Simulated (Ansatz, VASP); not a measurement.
One calculation of CoO, two programs

```
CELL_PARAMETERS angstrom
2.91232 0.00000 0.00000
-1.45616 2.52214 0.00000
0.00000 0.00000 2.84228
ATOMIC_POSITIONS crystal
Co 0.00000 0.00000 0.00000
O 0.66667 0.33333 0.50000
```

Alike in both runs: task single point; functional PBE; k mesh 11 × 11 × 10; occupations fermi-dirac, width 0.05 eV; collinear spin.

```csv
,VASP,Ansatz
version,VASP 6.6.1,Ansatz 0.2.0
potentials or method,"VASP PAW PBE potentials, release 64 (Co_sv, O)",Ansatz PAW
plane-wave cutoff (eV),600,420
valence electrons in the cell,23,23
```

|  | VASP | Ansatz | Ansatz less VASP |
| --- | --- | --- | --- |
| gap on the k mesh at the Fermi level (eV) | none | none | - |
| pressure (GPa) | -17.6 | -15.5 | +2.11 |
| traceless stress, the component that is largest in VASP (GPa) | -4.39 | -4.33 | +0.066 |
| net moment per atom (μB) | 1.50 | 1.50 | 0.000 |
| size of the moment on the site where the two differ most (μB) | 0.38 | 0.41 | +0.029 |

Site moments also hang on the region over which each program counts them. A gap of «none» marks a metal or a gap that the smearing closes.
